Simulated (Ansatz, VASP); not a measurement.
**ZnS: VASP beside Ansatz**

The input INCAR:

```
SYSTEM = ZnS
PREC = Accurate ; ENCUT = 520
EDIFF = 1E-6 ; ISMEAR = -1
SIGMA = 0.03 ; LREAL = .False.
LASPH = .True. ; NELM = 80
ALGO = Normal ; ISIF = 2
LWAVE = .False. ; LCHARG = .True.
GGA = PS ; LELF = .True.
LVHAR = .True. ; NBANDS = 26
```

The input KPOINTS:

```
Automatic mesh
0
Gamma
  8 8 5
  0 0 0
```

The input POSCAR:

```
ZnS
1.0
    3.8362379197      0.0000000000      0.0000000000
   -1.9181189598      3.3222794933      0.0000000000
    0.0000000000      0.0000000000      6.2752859714
Zn S
2 2
Direct
    0.3333333333      0.6666666667      0.0000000000
    0.6666666667      0.3333333333      0.5000000000
    0.3333333333      0.6666666667      0.3850000000
    0.6666666667      0.3333333333      0.8850000000
```

Input for Ansatz:

```yaml
crystal:
  lattice:
    - [3.8362379197, 0.0, 0.0]
    - [-1.9181189598, 3.3222794933, 0.0]
    - [0.0, 0.0, 6.2752859714]
  atoms:
    - { symbol: Zn, position: [0.3333333333, 0.6666666667, 0.0] }
    - { symbol: Zn, position: [0.6666666667, 0.3333333333, 0.5] }
    - { symbol: S, position: [0.3333333333, 0.6666666667, 0.385] }
    - { symbol: S, position: [0.6666666667, 0.3333333333, 0.885] }
kpoints:
  mp_grid: { grid: [8, 8, 5] }
  band_path:
    path:
      - [0.0, 0.0, 0.0]
      - [0.5, 0.0, 0.0]
      - [0.3333333333, 0.3333333333, 0.0]
      - [0.0, 0.0, 0.0]
      - [0.0, 0.0, 0.5]
      - [0.5, 0.0, 0.5]
      - [0.3333333333, 0.3333333333, 0.5]
      - [0.0, 0.0, 0.5]
      - [0.5, 0.0, 0.5]
    npoints: 5
scf:
  occupations: { method: fermi_dirac, width: 0.03 }
hamiltonian:
  xc: pbesol
  pseudopotentials: { kind: all_electron, lapw: { basis_error: 0.001 } }
output:
  forces: true
  stress: true
  eigenvalues: true
```

Change from the starting cell: volume scaled by 1.02.

Alike in both runs: task single point; functional PBEsol; k mesh 8 × 8 × 5; occupations fermi-dirac, width 0.03 eV; no spin polarisation.

```csv
,VASP,Ansatz
version,VASP 6.6.1,Ansatz 0.2.0
potentials or method,"VASP PAW PBE potentials, release 64 (Zn, S), cutoff 520 eV","all-electron LAPW, scalar-relativistic"
```

|  | VASP | Ansatz | Ansatz less VASP |
| --- | --- | --- | --- |
| gap on the k mesh at the Fermi level (eV) | 2.02 | 2.02 | -0.002 |
| pressure (GPa) | -2.5 | -2.7 | -0.16 |
| traceless stress, the component that is largest in VASP (GPa) | -1.04 | -1.03 | +0.014 |
| rms of the force components (eV/Å) | 0.165 | 0.163 | -0.0014 |

VASP's potentials were made for PBE, not for PBEsol. Atom by atom the forces differ by 0.001 eV/Å (rms over components). Ansatz ran all-electron here, and VASP with PAW potentials.
